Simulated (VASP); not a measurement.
Set up this calculation in VASP 6.6.1, as the native input.

| Property | Result |
| --- | --- |
| Task | relaxation of cell and atoms |
| Functional | PBE |
| Potentials or basis | VASP PAW PBE potentials, release 64 (Sb) |
| Cutoff | 600 eV |
| k mesh | 17 × 17 × 17 |
| Occupations | fermi-dirac, width 0.05 eV |
| Spin | no spin polarisation |
| Dipole correction | no |
| Further INCAR settings | ALGO = Normal; EDIFF = 1e-06; IBRION = 2; EDIFFG = -0.005; NSW = 100; ISIF = 3 |

The structure of Sb lies in POSCAR:

```
Sb
1.0
   -1.6722553884      1.6722553884      1.6722553884
    1.6722553884     -1.6722553884      1.6722553884
    1.6722553884      1.6722553884     -1.6722553884
Sb
1
Direct
    0.0000000000      0.0000000000      0.0000000000
```

This isn't the form of Sb at room conditions, which is rhombohedral.

One way to write it, as run:

INCAR

```
SYSTEM = Sb
  PREC = Accurate
  ENCUT = 600
  EDIFF = 1E-6
  ISMEAR = -1
  SIGMA = 0.05
  LREAL = .False.
  LASPH = .True.
  NELM = 80
  ALGO = Normal
  ISIF = 3
  LWAVE = .False.
  LCHARG = .False.
  GGA = PE
  IBRION = 2
  NSW = 100
  EDIFFG = -0.005
```

KPOINTS

```
Automatic mesh
0
Gamma
  17 17 17
  0 0 0
```

Potentials or basis: VASP PAW PBE potentials, release 64 (Sb).

Command:

```console
$ cat potpaw_PBE.64/Sb/POTCAR > POTCAR
$ mpirun -np 1 vasp_std > vasp.out
```

It gave:

```json
{
  "Relaxed volume": "27.19 Å³/atom",
  "Relaxed cell": "a = 3.281 Å, b = 3.281 Å, c = 3.281 Å, α = 109.47°, β = 109.47°, γ = 109.47°",
  "Space group after relaxing (to 0.1 Å)": "Im-3m (No. 229)",
  "Energy gained by relaxing": "991.7 meV/atom",
  "Ionic steps": "5",
  "Pressure after relaxing": "0.0 GPa",
  "Band gap on the k mesh": "zero (an odd number of electrons rules out a gap without spin polarisation)"
}
```

Caveat: the volume moved by over 15 % at a fixed basis, so the end points are rough; spin-orbit coupling is left out, which moves the levels of the heavy elements.

It took 68 s on 1 thread of Intel Xeon 8259CL (shared host), peak memory 0.16 GiB.
